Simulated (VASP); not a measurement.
**In: single point with RPBE**

The system is In.

```xyz
1
Lattice="-1.8587 1.8587 1.8587 1.8587 -1.8587 1.8587 1.8587 1.8587 -1.8587" Properties=species:S:1:pos:R:3 pbc="T T T"
In    0.0000    0.0000    0.0000
```

This cell differs from its parent crystal: volume scaled by 0.88.

- Program: VASP 6.6.1
- Task: single point
- Functional: RPBE
- Potentials or basis: VASP PAW PBE potentials, release 64 (In_d)
- Cutoff: 520 eV
- k mesh: 13 × 13 × 13
- Occupations: fermi-dirac, width 0.1 eV
- Spin: no spin polarisation

| Item | Value |
| --- | --- |
| Pressure | 5.0 GPa |

Levels at points of the mesh, in eV from the Fermi level:
```
           k point  band 2  band 3  band 4  band 5  band 6  band 7  band 8  band 9  band 10  band 11
(0.00, 0.00, 0.00)  -14.78  -14.78  -14.49  -14.49   -9.68   11.38   11.38   11.38    12.99    12.99
```

Wall time 35 s on 1 thread of AMD EPYC 7R13, with other jobs on the host, peak memory 0.12 GiB.

Caveat: the PAW data sets were made with another functional, which shifts forces and pressure a little; spin-orbit coupling is left out, which moves the levels of the heavy elements.
